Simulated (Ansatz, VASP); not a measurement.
# Two plane-wave programs on Pb

The input INCAR:

```
SYSTEM = Pb
PREC     = Accurate       ! precision mode
ENCUT    = 520            ! plane-wave cutoff, eV
EDIFF    = 1E-6           ! SCF threshold, eV
ISMEAR   = -1             ! smearing method
SIGMA    = 0.1            ! smearing width, eV
LREAL    = .False.        ! projectors in reciprocal space
LASPH    = .True.         ! aspherical terms in the spheres
NELM     = 100            ! most SCF steps
ALGO     = Normal         ! electronic algorithm
ISIF     = 2              ! what is computed and relaxed
LWAVE    = .False.        ! write WAVECAR
LCHARG   = .False.        ! write CHGCAR
GGA      = RP             ! functional
NBANDS   = 36             ! bands
```

KPOINTS

```
Automatic mesh
0
Gamma
  11 11 3
  0 0 0
```

Contents of POSCAR:

```
Pb
1.0
    3.5218523458      0.0000000000      0.0000000000
   -1.7609261729      3.0500135998      0.0000000000
    0.0000000000      0.0000000000     11.3782442465
Pb
4
Direct
    1.0000000000      0.0000000000      1.0000000000
    0.0000000000      0.0000000000      0.5000000000
    0.3333333333      0.6666666667      0.2500000000
    0.6666666667      0.3333333333      0.7500000000
```

Input for Ansatz:

```yaml
crystal:
  lattice:
    - [3.5218523458, 0.0, 0.0]
    - [-1.7609261729, 3.0500135998, 0.0]
    - [0.0, 0.0, 11.3782442465]
  atoms:
    - { symbol: Pb, position: [1.0, 0.0, 1.0] }
    - { symbol: Pb, position: [0.0, 0.0, 0.5] }
    - { symbol: Pb, position: [0.3333333333, 0.6666666667, 0.25] }
    - { symbol: Pb, position: [0.6666666667, 0.3333333333, 0.75] }
hamiltonian:
  xc: rpbe
  pseudopotentials:
    kind: paw
    azcp:
      Pb: "pseudopotentials/Pb.paw.azcp"
basis:
  ecutwfc: 420
  fft_grid_basis: typed
kpoints:
  mp_grid: { grid: [11, 11, 3], shift: [0, 0, 0] }
magnetization:
  spin_polarized: false
scf:
  occupations: { method: fermi_dirac, width: 0.1 }
  lower_state_search: "off"
output:
  stress: true
```

Alike in both runs: task single point; functional RPBE; k mesh 11 × 11 × 3; occupations fermi-dirac, width 0.1 eV; no spin polarisation.

```csv
,VASP,Ansatz
version,VASP 6.6.1,Ansatz 0.2.0
potentials or method,"VASP PAW PBE potentials, release 64 (Pb_d), cutoff 520 eV","plane waves (420 eV) with PAW, scalar-relativistic"
valence electrons in the cell,56,56
```

VASP gave:

```
pressure (GPa)                                                : 3.4
traceless stress, the component that is largest in VASP (GPa) : 0.36
```

Problem. Estimate Ansatz's values.

Solution. Pressure (GPa): 3.5; traceless stress, the component that is largest in VASP (GPa): 0.37.

VASP's potentials were made for PBE, not for RPBE.

Spin-orbit coupling is off throughout.
